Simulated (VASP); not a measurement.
# KCl (Sylvite) (Fm-3m) in VASP: a series of runs

The runs below take KCl (Sylvite) through single point, relaxation of cell and atoms, with LDA.

Everything below comes from runs of VASP 6.6.1. Logs are shortened: lines on timing, memory, paths and dates and some standing lists are left out, and cuts for length are marked.

## (1) The cell of the first run

It takes space group Fm-3m (No. 225, cubic). Conventional cell: a = 6.077 Å, b = 6.077 Å, c = 6.077 Å, α = 90.00°, β = 90.00°, γ = 90.00°. Within 4.0 Å of K (site symmetry m-3m) lie 6 Cl at 3.04 Å. Within 4.0 Å of Cl (site symmetry m-3m) lie 6 K at 3.04 Å.

## (2) Single point, LDA

INCAR reads:

```
ALGO = Normal
EDIFF = 1E-7
ENCUT = 520
GGA = CA
ISIF = 2
ISMEAR = 0
LASPH = True
LCHARG = False
LREAL = False
LWAVE = False
NBANDS = 15
NELM = 100
PREC = Accurate
SIGMA = 0.01
```

KPOINTS reads:

```
k-points
0
Gamma
  6 6 6
```

POSCAR reads:

```
KCl
1.0
    0.0000000000      3.0385033865      3.0385033865
    3.0385033865      0.0000000000      3.0385033865
    3.0385033865      3.0385033865      0.0000000000
K Cl
1 1
Direct
    0.0000000000      0.0000000000      0.0000000000
    0.5000000000      0.5000000000      0.5000000000
```

Potentials or basis: VASP PAW LDA potentials, release 64 (K_sv, Cl).

The run is started by

```bash
$ cat potpaw_LDA.64/K_sv/POTCAR potpaw_LDA.64/Cl/POTCAR > POTCAR
$ mpirun -np 1 vasp_std > vasp.out
```

OUTCAR:

```text
EDIFF = 1E-7
   ENCUT = 520
   GGA = CA
   ISIF = 2
   ISMEAR = 0
   LASPH = True
   LREAL = False
   NELM = 100
   PREC = Accurate

 ion  position               nearest neighbor table
   1  0.000  0.000  0.000-   2 3.04   2 3.04   2 3.04   2 3.04   2 3.04   2 3.04
   2  0.500  0.500  0.500-   1 3.04   1 3.04   1 3.04   1 3.04   1 3.04   1 3.04

  LATTYP: Found a face centered cubic cell.
 ALAT       =     6.0770067730

  Lattice vectors:

 A1 = (   0.0000000000,   3.0385033865,   3.0385033865)
 A2 = (   3.0385033865,   0.0000000000,   3.0385033865)
 A3 = (   3.0385033865,   3.0385033865,   0.0000000000)

Analysis of symmetry for initial positions (statically):
=====================================================================
 Subroutine PRICEL returns:
 Original cell was already a primitive cell.

 Routine SETGRP: Setting up the symmetry group for a
 face centered cubic supercell.

 Subroutine GETGRP returns: Found 48 space group operations
 (whereof 48 operations were pure point group operations)
 out of a pool of 48 trial point group operations.

The static configuration has the point symmetry O_h .

Analysis of symmetry for dynamics (positions and initial velocities):
=====================================================================
 Subroutine PRICEL returns:
 Original cell was already a primitive cell.

 Routine SETGRP: Setting up the symmetry group for a
 face centered cubic supercell.

 Subroutine GETGRP returns: Found 48 space group operations
 (whereof 48 operations were pure point group operations)
 out of a pool of 48 trial point group operations.

The dynamic configuration has the point symmetry O_h .

 Subroutine INISYM returns: Found 48 space group operations
 (whereof 48 operations are pure point group operations),
 and found     1 'primitive' translations

----------------------------------------------------------------------------------------

                                     Primitive cell

  volume of cell :      56.1060

  direct lattice vectors                    reciprocal lattice vectors
     0.000000000  3.038503386  3.038503386    -0.164554696  0.164554696  0.164554696
     3.038503386  0.000000000  3.038503386     0.164554696 -0.164554696  0.164554696
     3.038503386  3.038503386  0.000000000     0.164554696  0.164554696 -0.164554696

  length of vectors
     4.297092699  4.297092699  4.297092699     0.285017093  0.285017093  0.285017093

  position of ions in fractional coordinates (direct lattice)
     0.000000000  0.000000000  0.000000000
     0.500000000  0.500000000  0.500000000

  ion indices of the primitive-cell ions
   primitive index   ion index
                 1           1
[... 77 lines left out ...]
   EMIN   =  10.00;   EMAX   =-10.00  energy-range for DOS
   EFERMI =   0.00;   METHOD = LEGACY
   ISMEAR =     0;   SIGMA  =   0.01  broadening in eV -4-tet -1-fermi 0-gaus
   EFERMI_NEDOS =   21; number of points for ismear=-14 and -15
   IALGO  =     38    algorithm
   IMIX   =      4    mixing-type and parameters
     AMIX     =   0.40;   BMIX     =  1.00
     AMIX_MAG =   1.60;   BMIX_MAG =  1.00
  volume/ion in A,a.u.               =      28.05       189.31
  Fermi-wavevector in a.u.,A,eV,Ry     =   1.077569  2.036310 15.798473  1.161155
  Thomas-Fermi vector in A             =   2.213484
   LORBIT       =      0    0 simple, 1 ext, 2 COOP (PROOUT), +10 PAW based schemes
   GGA     = CA    functional components
   LHFCALC =     F    Hartree Fock is set to
   AEXX    =    0.0000 exact exchange contribution
   IVDW    =     0    specifies the selected vdW correction
   LEPSILON=     F    determine dielectric tensor
   LRPA    =     F    only Hartree local field effects (RPA)
 non-spin polarized calculation
 Gauss-broadening in eV      SIGMA  =   0.01
  energy-cutoff  :      520.00
  volume of cell :       56.11
 maximum number of plane-waves:      1527
   NGX = 15   NGY = 15   NGZ = 15

 number of electron      16.0000000 magnetization

 Free energy of the ion-electron system (eV)
  ---------------------------------------------------
  ext. energy  EPLUGINS =         0.00000000
  ---------------------------------------------------
  free energy    TOTEN  =        -7.40778139 eV

  energy without entropy =       -7.40778139  energy(sigma->0) =       -7.40778139

 E-fermi :  -1.4709     XC(G=0):  -8.5511

 val. band max:       -1.6237828712   @ k =   0.0000   0.0000   0.0000
 cond. band min:       3.4907134997   @ k =   0.0000   0.0000   0.0000
 fundamental gap:      5.1144963709
 Fermi energy:        -1.4709089437

 k-point     1 :       0.0000    0.0000    0.0000
  band No.  band energies     occupation
      1     -28.2280      2.00000
      2     -13.7831      2.00000
      3     -11.9280      2.00000
      4     -11.9280      2.00000
      5     -11.9280      2.00000
      6      -1.6238      2.00000
      7      -1.6238      2.00000
      8      -1.6238      2.00000
      9       3.4907      0.00000
     10       6.4863      0.00000
     11       6.4863      0.00000
     12       6.4863      0.00000
     13       7.4872      0.00000
     14       7.4872      0.00000
[... 257 lines left out ...]
      2     -13.7481      2.00000
      3     -12.1274      2.00000
      4     -12.0551      2.00000
      5     -11.8567      2.00000
      6      -2.2942      2.00000
      7      -2.1651      2.00000
      8      -2.0468      2.00000
      9       5.2766      0.00000
     10       7.2506      0.00000
     11       7.6158      0.00000
     12       8.7300      0.00000
     13       9.4822      0.00000
     14      10.3151      0.00000
     15      11.0048      0.00000

------------------------ aborting loop because EDIFF is reached ----------------------------------------

  FORCE on cell =-STRESS in cart. coord.  units (eV):
  Direction    XX          YY          ZZ          XY          YZ          ZX
  --------------------------------------------------------------------------------------
  -------------------------------------------------------------------------------------
  Total        0.0285314      0.0285314      0.0285314     -0.0000000      0.0000000      0.0000000
  in kB        0.8147489      0.8147489      0.8147489     -0.0000000      0.0000000      0.0000000
  external PRESSURE =       0.8147489 kB  Pullay stress =       0.0000000 kB

 VOLUME and BASIS-vectors are now :
 -----------------------------------------------------------------------------
  energy-cutoff  :      520.00
  volume of cell :       56.11
      direct lattice vectors                 reciprocal lattice vectors
     0.000000000  3.038503386  3.038503386    -0.164554696  0.164554696  0.164554696
     3.038503386  0.000000000  3.038503386     0.164554696 -0.164554696  0.164554696
     3.038503386  3.038503386  0.000000000     0.164554696  0.164554696 -0.164554696

 POSITION                                       TOTAL-FORCE (eV/Angst)
 -----------------------------------------------------------------------------------
      0.00000      0.00000      0.00000         0.000000      0.000000      0.000000
      3.03850      3.03850      3.03850        -0.000000     -0.000000     -0.000000
 -----------------------------------------------------------------------------------
    total drift:                                0.000000     -0.000000     -0.000000

  FREE ENERGIE OF THE ION-ELECTRON SYSTEM (eV)
  ---------------------------------------------------
  free  energy   TOTEN  =        -7.4077813860 eV

  energy  without entropy=       -7.4077813860  energy(sigma->0) =       -7.40778139
```

OSZICAR:

```text
N       E                     dE             d eps       ncg     rms          rms(c)
DAV:   1     0.109972371309E+03    0.10997E+03   -0.70210E+03   480   0.965E+02
DAV:   2    -0.103760745876E+01   -0.11101E+03   -0.99868E+02   635   0.254E+02
DAV:   3    -0.744753142764E+01   -0.64099E+01   -0.63719E+01   641   0.532E+01
DAV:   4    -0.767984279184E+01   -0.23231E+00   -0.23222E+00   757   0.979E+00
DAV:   5    -0.768214759802E+01   -0.23048E-02   -0.23045E-02   641   0.103E+00    0.415E+00
DAV:   6    -0.743305443053E+01    0.24909E+00   -0.34062E-01   599   0.330E+00    0.331E+00
DAV:   7    -0.740811532987E+01    0.24939E-01   -0.62582E-02   656   0.160E+00    0.183E+00
DAV:   8    -0.740772692572E+01    0.38840E-03   -0.97646E-03   690   0.788E-01    0.237E-01
DAV:   9    -0.740769196043E+01    0.34965E-04   -0.36148E-04   643   0.118E-01    0.773E-02
DAV:  10    -0.740778024020E+01   -0.88280E-04   -0.54273E-05   558   0.480E-02    0.516E-03
DAV:  11    -0.740778107657E+01   -0.83637E-06   -0.19876E-06   728   0.796E-03    0.357E-03
DAV:  12    -0.740778139225E+01   -0.31568E-06   -0.38159E-07   550   0.378E-03    0.147E-03
DAV:  13    -0.740778138605E+01    0.61989E-08   -0.22772E-08   401   0.111E-03
   1 F= -.74077814E+01 E0= -.74077814E+01  d E =-.249741-105
```

stdout:

```text
POSCAR found type information on POSCAR K Cl
 POSCAR found :  2 types and       2 ions
 scaLAPACK will be used
 LDA part: xc-table for (Slater(with rela. corr.)+CA(PZ))
 , standard interpolation
 POSCAR, INCAR and KPOINTS ok, starting setup
 FFT: planning ... GRIDC
 FFT: planning ... GRID_SOFT
 FFT: planning ... GRID
 WAVECAR not read
 entering main loop
```

It took 6.1 s on 1 thread of Intel Xeon Platinum 8488C (Sapphire Rapids), shared host; peak memory 0.15 GiB.

What came out:

| Property | Result |
| --- | --- |
| Free energy | -7.4078 eV |
| Pressure | 0.1 GPa |
| Band gap on the k mesh | 5.11 eV, direct |

Levels at points of the mesh, in eV from the valence-band top:
```tsv
k point	band 6	band 7	band 8	band 9	band 10	band 11
(0.00, 0.00, 0.00)	0.00	0.00	0.00	5.11	8.11	8.11
(0.50, 0.00, 0.00)	-1.34	-0.44	-0.44	7.48	8.66	10.61
(0.50, 0.50, 0.00)	-0.76	-0.25	-0.25	6.04	8.46	10.23
```

## (3) Relaxation of cell and atoms, LDA

INCAR reads:

```
SYSTEM = KCl
PREC = Accurate ; ENCUT = 600
EDIFF = 1E-6 ; ISMEAR = 0
SIGMA = 0.01 ; LREAL = .False.
LASPH = .True. ; NELM = 100
ALGO = Normal ; ISIF = 3
LWAVE = .False. ; LCHARG = .False.
IBRION = 2 ; NSW = 80
EDIFFG = -0.001
```

KPOINTS reads:

```
Automatic mesh
0
Gamma
  6 6 6
  0 0 0
```

POSCAR reads:

```
KCl
1.0
    0.0000000000      3.0393353159      3.0393353159
    3.0393353159      0.0000000000      3.0393353159
    3.0393353159      3.0393353159      0.0000000000
K Cl
1 1
Direct
    0.0000000000      0.0000000000      0.0000000000
    0.5000000000      0.5000000000      0.5000000000
```

Potentials or basis: VASP PAW LDA potentials, release 64 (K_sv, Cl).

The run is started by

```bash
$ cat potpaw_LDA.64/K_sv/POTCAR potpaw_LDA.64/Cl/POTCAR > POTCAR
$ mpirun -np 1 vasp_std > vasp.out
```

It took 25 s on 1 thread of Intel Xeon Platinum 8488C (Sapphire Rapids), shared host; peak memory 0.18 GiB.

It converged, with:

```
Free energy                            : -7.4082 eV
Relaxed volume                         : 28.19 Å³/atom
Relaxed cell                           : a = 4.304 Å, b = 4.304 Å, c = 4.304 Å, α = 60.00°, β = 60.00°, γ = 60.00°
Space group after relaxing (to 0.05 Å) : Fm-3m (No. 225)
Energy gained by relaxing              : 0.0 meV/atom
Ionic steps                            : 7
Pressure after relaxing                : 0.0 GPa
Band gap on the k mesh                 : 5.10 eV, direct
```

Final structure:
```
K Cl
1.0
     0.00000    3.04358    3.04358
     3.04358    0.00000    3.04358
     3.04358    3.04358    0.00000
K Cl
1 1
Direct
  0.00000 0.00000 0.00000
  0.50000 0.50000 0.50000
```

Levels at points of the mesh, in eV from the valence-band top:
```csv
k point,band 4,band 5,band 6,band 7,band 8,band 9,band 10,band 11,band 12
"(0.00, 0.00, 0.00)",-10.31,-10.31,0.00,0.00,0.00,5.10,8.11,8.11,8.11
"(0.50, 0.00, 0.00)",-10.33,-9.99,-1.33,-0.44,-0.44,7.47,8.64,10.59,10.59
"(0.50, 0.50, 0.00)",-10.40,-10.40,-0.76,-0.25,-0.25,6.05,8.44,10.23,10.24
```

As with any semilocal functional, this LDA gap is likely too small.
